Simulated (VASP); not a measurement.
# TaN (P6_3mc) in VASP: further runs

Runs on TaN. Level: PBEsol. Tasks: electric field gradients.

All numbers are computed with VASP 6.6.1; they aren't measurements. Logs are shortened: lines on timing, memory, paths and dates and some standing lists are left out, and cuts for length are marked.

**1. The cell of the first run**

Symmetry: P6_3mc, No. 186, hexagonal system. The conventional cell has a = 3.050 Å, b = 3.050 Å, c = 4.891 Å, α = 90.00°, β = 90.00°, γ = 120.00°. Within 2.5 Å of Ta (site symmetry 3m) lie 4 N at 1.85 to 1.88 Å. Within 2.5 Å of N (site symmetry 3m) lie 4 Ta at 1.85 to 1.88 Å.

**2. Electric field gradients, PBEsol (zz strain of -1 %)**

INCAR

```
  ALGO = Normal
  EDIFF = 1E-8
  ENCUT = 520
  GGA = PS
  ISIF = 2
  ISMEAR = -1
  LASPH = True
  LCHARG = False
  LEFG = True
  LREAL = False
  LWAVE = False
  NBANDS = 24
  NELM = 100
  PREC = Accurate
  SIGMA = 0.01
```

KPOINTS

```
k-points
0
Gamma
  9 9 5
```

POSCAR

```
TaN
1.0
    3.0500010905      0.0000000000      0.0000000000
   -1.5250005453      2.6413784260      0.0000000000
    0.0000000000      0.0000000000      4.8906000000
Ta N
2 2
Direct
    0.3333333333      0.6666666667      0.0000000000
    0.6666666667      0.3333333333      0.5000000000
    0.3333333333      0.6666666667      0.3850000000
    0.6666666667      0.3333333333      0.8850000000
```

Potentials or basis: VASP PAW PBE potentials, release 64 (Ta_pv, N).

Run with:

```console
$ cat potpaw_PBE.64/Ta_pv/POTCAR potpaw_PBE.64/N/POTCAR > POTCAR
$ mpirun -np 1 vasp_std > vasp.out
```

OUTCAR:

```text
EDIFF = 1E-8
   ENCUT = 520
   GGA = PS
   ISIF = 2
   ISMEAR = -1
   LASPH = True
   LREAL = False
   NELM = 100
   PREC = Accurate

 ion  position               nearest neighbor table
   1  0.333  0.667  0.000-   4 1.85   4 1.85   4 1.85   3 1.88   2 3.01   2 3.01   2 3.01   2 3.01
                             2 3.01   2 3.01
   2  0.667  0.333  0.500-   3 1.85   3 1.85   3 1.85   4 1.88   1 3.01   1 3.01   1 3.01   1 3.01
                             1 3.01   1 3.01
   3  0.333  0.667  0.385-   2 1.85   2 1.85   2 1.85   1 1.88
   4  0.667  0.333  0.885-   1 1.85   1 1.85   1 1.85   2 1.88

  LATTYP: Found a hexagonal cell.
 ALAT       =     3.0500010905
 C/A-ratio  =     1.6034748365

  Lattice vectors:

 A1 = (   3.0500010905,   0.0000000000,   0.0000000000)
 A2 = (  -1.5250005453,   2.6413784260,   0.0000000000)
 A3 = (   0.0000000000,   0.0000000000,   4.8906000000)

Analysis of symmetry for initial positions (statically):
=====================================================================
 Subroutine PRICEL returns:
 Original cell was already a primitive cell.

 Routine SETGRP: Setting up the symmetry group for a
 hexagonal supercell.

 Subroutine GETGRP returns: Found 12 space group operations
 (whereof  6 operations were pure point group operations)
 out of a pool of 24 trial point group operations.

The static configuration has the point symmetry C_3v.
 The point group associated with its full space group is C_6v.

Analysis of symmetry for dynamics (positions and initial velocities):
=====================================================================
 Subroutine PRICEL returns:
 Original cell was already a primitive cell.

 Routine SETGRP: Setting up the symmetry group for a
 hexagonal supercell.

 Subroutine GETGRP returns: Found 12 space group operations
 (whereof  6 operations were pure point group operations)
 out of a pool of 24 trial point group operations.

The dynamic configuration has the point symmetry C_3v.
 The point group associated with its full space group is C_6v.

 Subroutine INISYM returns: Found 12 space group operations
 (whereof  6 operations are pure point group operations),
 and found     1 'primitive' translations

----------------------------------------------------------------------------------------

                                     Primitive cell

  volume of cell :      39.3997

  direct lattice vectors                    reciprocal lattice vectors
     3.050001090  0.000000000  0.000000000     0.327868735  0.189295103  0.000000000
    -1.525000545  2.641378426  0.000000000     0.000000000  0.378590205  0.000000000
     0.000000000  0.000000000  4.890600000     0.000000000  0.000000000  0.204473889

  length of vectors
     3.050001090  3.050001091  4.890600000     0.378590205  0.378590205  0.204473889

  position of ions in fractional coordinates (direct lattice)
     0.333333333  0.666666667  0.000000000
     0.666666667  0.333333333  0.500000000
     0.333333333  0.666666667  0.385000000
     0.666666667  0.333333333  0.885000000

  ion indices of the primitive-cell ions
   primitive index   ion index
                 1           1
                 2           2
                 3           3
                 4           4

----------------------------------------------------------------------------------------

 KPOINTS: k-points

Automatic generation of k-mesh.
 Grid dimensions read from file:
 generate k-points for:    9    9    5

 Generating k-lattice:

  Cartesian coordinates                     Fractional coordinates (reciprocal lattice)
     0.036429859  0.021032789  0.000000000     0.111111111  0.000000000  0.000000000
     0.000000000  0.042065578  0.000000000     0.000000000  0.111111111  0.000000000
     0.000000000  0.000000000  0.040894778     0.000000000  0.000000000  0.200000000

  Length of vectors
     0.042065578  0.042065578  0.040894778
[... 42 lines left out ...]
   NGX,Y,Z   is equivalent  to a cutoff of  13.08, 13.08, 12.24 a.u.
   NGXF,Y,Z  is equivalent  to a cutoff of  26.16, 26.16, 24.47 a.u.
 SYSTEM =  unknown system
   PREC   = accura    normal or accurate (medium, high low for compatibility)
   ISTART =      0    job   : 0-new  1-cont  2-samecut
   ICHARG =      2    charge: 1-file 2-atom 10-const
   ISPIN  =      1    spin polarized calculation?
   LNONCOLLINEAR =      F non collinear calculations
   LSORBIT =      F    spin-orbit coupling
   LASPH  =      T    aspherical Exc in radial PAW
   ENCUT  =  520.0 eV  38.22 Ry    6.18 a.u.   5.67  5.67  9.09*2*pi/ulx,y,z
   NELM   =    100;   NELMIN=  2; NELMDL= -5     # of ELM steps
   EDIFF  = 0.1E-07   stopping-criterion for ELM
   LREAL  =      F    real-space projection
   EDIFFG = 0.1E-06   stopping-criterion for IOM
   NSW    =      0    number of steps for IOM
   IBRION =     -1    ionic relax: 0-MD 1-quasi-New 2-CG
   NFREE  =      0    steps in history (QN), initial steepest desc. (CG)
   ISIF   =      2    stress and relaxation
   ISYM   =      2    0-nonsym 1-usesym 2-fastsym
   POTIM  = 0.5000    time-step for ionic-motion
   TEBEG  =    0.0;   TEEND  =   0.0 temperature during run
   PSTRESS=    0.0 pullay stress
   NELECT =      32.0000    total number of electrons
   NUPDOWN=      -1.0000    fix difference up-down
   EMIN   =  10.00;   EMAX   =-10.00  energy-range for DOS
   EFERMI =   0.00;   METHOD = LEGACY
   ISMEAR =    -1;   SIGMA  =   0.01  broadening in eV -4-tet -1-fermi 0-gaus
   EFERMI_NEDOS =   21; number of points for ismear=-14 and -15
   IALGO  =     38    algorithm
   IMIX   =      4    mixing-type and parameters
     AMIX     =   0.40;   BMIX     =  1.00
     AMIX_MAG =   1.60;   BMIX_MAG =  1.00
  volume/ion in A,a.u.               =       9.85        66.47
  Fermi-wavevector in a.u.,A,eV,Ry     =   1.527427  2.886419 31.742860  2.333034
  Thomas-Fermi vector in A             =   2.635325
   LORBIT       =      0    0 simple, 1 ext, 2 COOP (PROOUT), +10 PAW based schemes
   GGA     = PS    functional components
   LHFCALC =     F    Hartree Fock is set to
   AEXX    =    0.0000 exact exchange contribution
   IVDW    =     0    specifies the selected vdW correction
   LEPSILON=     F    determine dielectric tensor
   LRPA    =     F    only Hartree local field effects (RPA)
 non-spin polarized calculation
  energy-cutoff  :      520.00
  volume of cell :       39.40
 maximum number of plane-waves:      1087
 NGX is ok and might be reduce to    24
   NGX = 11   NGY = 11   NGZ = 19

 number of electron      32.0000004 magnetization

 Free energy of the ion-electron system (eV)
  ---------------------------------------------------
  ext. energy  EPLUGINS =         0.00000000
  ---------------------------------------------------
  free energy    TOTEN  =       -40.52159623 eV

  energy without entropy =      -40.52020310  energy(sigma->0) =      -40.52089967

 E-fermi :   9.6960     XC(G=0): -13.7531

 val. band max:        9.6908811978   @ k =   0.2222  -0.0000   0.0000
 cond. band min:       9.7106050221   @ k =   0.1111   0.0000   0.4000
 fundamental gap:      0.0197238243
 Fermi energy:         9.6959856372

 k-point     1 :       0.0000    0.0000    0.0000
  band No.  band energies     occupation
      1     -26.4071      2.00000
      2     -25.2343      2.00000
      3     -25.2343      2.00000
      4     -25.0241      2.00000
      5     -25.0241      2.00000
      6     -24.9638      2.00000
[... 637 lines left out ...]
     23      17.3998      0.00000
     24      17.3998      0.00000

 [... further k-points ...]

------------------------ aborting loop because EDIFF is reached ----------------------------------------

  FORCE on cell =-STRESS in cart. coord.  units (eV):
  Direction    XX          YY          ZZ          XY          YZ          ZX
  --------------------------------------------------------------------------------------
  -------------------------------------------------------------------------------------
  Total       35.2564677     35.2564677     30.0863093     -0.0000000      0.0000000      0.0000000
  in kB     1433.6944921   1433.6944922   1223.4514334     -0.0000000      0.0000000      0.0000000
  external PRESSURE =    1363.6134726 kB  Pullay stress =       0.0000000 kB

 VOLUME and BASIS-vectors are now :
 -----------------------------------------------------------------------------
  energy-cutoff  :      520.00
  volume of cell :       39.40
      direct lattice vectors                 reciprocal lattice vectors
     3.050001090  0.000000000  0.000000000     0.327868735  0.189295103  0.000000000
    -1.525000545  2.641378426  0.000000000     0.000000000  0.378590205  0.000000000
     0.000000000  0.000000000  4.890600000     0.000000000  0.000000000  0.204473889

 POSITION                                       TOTAL-FORCE (eV/Angst)
 -----------------------------------------------------------------------------------
     -0.00000      1.76092      0.00000        -0.000000      0.000000      1.719365
      1.52500      0.88046      2.44530        -0.000000      0.000000      1.719365
     -0.00000      1.76092      1.88288        -0.000000      0.000000     -1.719365
      1.52500      0.88046      4.32818         0.000000      0.000000     -1.719365
 -----------------------------------------------------------------------------------
    total drift:                               -0.000000      0.000000     -0.000211

  FREE ENERGIE OF THE ION-ELECTRON SYSTEM (eV)
  ---------------------------------------------------
  free  energy   TOTEN  =       -40.5215962349 eV

  energy  without entropy=      -40.5202031048  energy(sigma->0) =      -40.52089967

 Electric field gradients (V/A^2)
---------------------------------------------------------------------
 ion       V_xx      V_yy      V_zz      V_xy      V_xz      V_yz
---------------------------------------------------------------------
   1     -55.643   -55.643   111.286    -0.000    -0.000     0.000
   2     -55.643   -55.643   111.286    -0.000     0.000    -0.000
   3      -5.457    -5.456    10.913     0.001     0.000    -0.000
   4      -5.457    -5.456    10.913     0.001    -0.000     0.000
---------------------------------------------------------------------

 Electric field gradients after diagonalization (V/A^2)
 (convention: |V_zz| > |V_xx| > |V_yy|)
----------------------------------------------------------------------
 ion       V_xx      V_yy      V_zz     asymmetry (V_yy - V_xx)/ V_zz
----------------------------------------------------------------------
   1     -55.643   -55.642   111.286       0.000
   2     -55.643   -55.642   111.286       0.000
   3      -5.457    -5.456    10.913       0.000
   4      -5.457    -5.456    10.913       0.000
----------------------------------------------------------------------

           NMR quadrupolar parameters

 Cq : quadrupolar parameter    Cq=e*Q*V_zz/h
 eta: asymmetry parameters     (V_yy - V_xx)/ V_zz
 Q  : nuclear electric quadrupole moment in mb (millibarn)
----------------------------------------------------------------------
 ion       Cq(MHz)       eta       Q (mb)
----------------------------------------------------------------------
   1       0.269       0.000       1.000
   2       0.269       0.000       1.000
   3       0.026       0.000       1.000
   4       0.026       0.000       1.000
----------------------------------------------------------------------
```

Wall time 20 s (1 thread of Intel Xeon Platinum 8488C (Sapphire Rapids), shared host); peak memory 0.17 GiB.

Results:

```yaml
Free_energy: -40.5216 eV
Pressure: 136.4 GPa
Largest_force: 1.719 eV/Å
Band_gap_on_the_k_mesh: zero (bands 16 and 17 overlap by 2.20 eV)
Largest_electric_field_gradient_by_atom: Ta +111.3; N +10.9 V/Å²
```

Forces on the atoms (eV/Å):
```
Ta   0.000  0.000  1.719
Ta   0.000  0.000  1.719
N    0.000  0.000 -1.719
N    0.000  0.000 -1.719
```

Stress tensor (GPa, compression positive):
```
143.37   0.00   0.00
  0.00 143.37   0.00
  0.00   0.00 122.35
```

Electric field gradients, principal values (V/Å²):
```tsv
atom	least	middle	greatest (by size)
1 Ta	-55.642	-55.643	111.286
2 Ta	-55.642	-55.643	111.286
3 N	-5.456	-5.457	10.913
4 N	-5.456	-5.457	10.913
```

Caveat: the cell differs from its parent crystal (zz strain of -1 %); the cell stands under pressure; without QUAD_EFG the Cq values of the log hold for a quadrupole moment of 1 mb, not for the nuclei; the PAW data sets were made with another functional, which shifts forces and pressure a little; spin-orbit coupling is left out, which moves the levels of the heavy elements.

[end of part 1 of 2]
